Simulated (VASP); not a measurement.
Set up this calculation in VASP 6.6.1, as the native input.

- Task: single point
- Functional: PBE
- Potentials or basis: VASP PAW PBE potentials, release 64 (Zn, O)
- Cutoff: 520 eV
- k mesh: 8 × 8 × 8
- Occupations: gaussian, width 0.02 eV
- Spin: no spin polarisation
- Dipole correction: no
- Further INCAR settings: ALGO = Normal; EDIFF = 1e-07; NBANDS = 46

The structure of ZnO lies in POSCAR:

```
ZnO
1.0
   -3.3361972504      3.3361972504      2.7273892279
    3.3361972504     -3.3361972504      2.7273892279
    3.3361972504      3.3361972504     -2.7273892279
Zn O
4 4
Direct
    0.4115709401      0.9115709401      0.1993666773
    0.7122042629      0.2122042629      0.8006333227
    0.9115709401      0.7122042629      0.5000000000
    0.2122042629      0.4115709401      0.5000000000
    0.2880808360      0.0889059610      0.5000000000
    0.5889059610      0.7880808360      0.5000000000
    0.7880808360      0.2880808360      0.1991748751
    0.0889059610      0.5889059610      0.8008251249
```

The input as run:

INCAR

```
PREC     = Accurate       # precision mode
ENCUT    = 520            # plane-wave cutoff, eV
EDIFF    = 1E-7           # SCF threshold, eV
ISMEAR   = 0              # smearing method
SIGMA    = 0.02           # smearing width, eV
LREAL    = False          # projectors in reciprocal space
LASPH    = True           # aspherical terms in the spheres
NELM     = 60             # most SCF steps
ALGO     = Normal         # electronic algorithm
ISIF     = 2              # what is computed and relaxed
LWAVE    = False          # write WAVECAR
LCHARG   = False          # write CHGCAR
GGA      = PE             # functional
NBANDS   = 46             # bands
```

KPOINTS

```
Automatic mesh
0
Gamma
  8 8 8
```

Potentials or basis: VASP PAW PBE potentials, release 64 (Zn, O).

The run is started by

```console
$ cat potpaw_PBE.64/Zn/POTCAR potpaw_PBE.64/O/POTCAR > POTCAR
$ mpirun -np 1 vasp_std > vasp.out
```

Results of the run:

```
Pressure               : -8.2 GPa
Largest force          : 0.005 eV/Å
Band gap on the k mesh : 0.77 eV
```

Caveat: the cell stands under tension; semilocal functionals underestimate gaps, and a narrow one can read as zero.

Run time: 4.9 min on 1 thread of Oxide Virtual Turin-like Processor, with other jobs on the host, peak memory 0.36 GiB.
